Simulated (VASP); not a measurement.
CsSnI3: single point with PBE

CsSnI3:

```
Cs Sn I
1.0
     6.28889    0.00000    0.00000
     0.00000    6.28889    0.00000
     0.00000    0.00000    6.28770
Cs Sn I
1 1 3
Direct
  0.00000 0.00000 0.00168
  0.50000 0.50000 0.50266
  0.00000 0.50000 0.49842
  0.50000 0.50000 0.99883
  0.50000 0.00000 0.49842
```

```json
{
 "Program": "VASP 6.6.1",
 "Task": "single point",
 "Functional": "PBE",
 "Potentials or basis": "VASP PAW PBE potentials, release 64 (Cs_sv, Sn_d, I)",
 "Cutoff": "520 eV",
 "k mesh": "6 × 6 × 6",
 "Occupations": "gaussian, width 0.02 eV",
 "Spin": "no spin polarisation",
 "Dipole correction": "no",
 "Further INCAR settings": "ALGO = Normal; EDIFF = 1e-06; NBANDS = 30"
}
```

| Property | Result |
| --- | --- |
| Pressure | 0.0 GPa |
| Band gap on the k mesh | 0.48 eV, direct |

Forces on the atoms (eV/Å):
```
Cs   0.000  0.000  0.001
Sn   0.000  0.000 -0.002
I    0.000  0.000  0.001
I    0.000  0.000  0.000
I    0.000  0.000  0.001
```

Levels at points of the mesh, in eV from the valence-band top:
```csv
k point,band 20,band 21,band 22,band 23,band 24,band 25
"(0.00, 0.00, 0.00)",-1.96,-1.96,-1.96,2.35,3.35,3.35
"(0.50, 0.00, 0.00)",-2.07,-2.07,-1.45,1.22,3.82,4.07
"(0.50, 0.50, 0.00)",-2.31,-1.56,-0.72,0.91,0.91,3.99
"(0.00, 0.00, 0.50)",-2.07,-2.07,-1.45,1.22,3.82,4.07
"(0.50, 0.00, 0.50)",-2.31,-1.56,-0.72,0.90,0.91,3.98
"(0.50, 0.50, 0.50)",-1.55,-1.55,0.00,0.48,0.48,0.48
```

Wall time 4.5 min on 1 thread of Intel(R) Xeon(R) Platinum 8259CL CPU @ 2.50GHz (Skylake/Cascade Lake) (shared host), peak memory 0.5 GiB.

Caveat: spin-orbit coupling is left out, which moves the levels of the heavy elements. As with any semilocal functional, this PBE gap is likely too small.
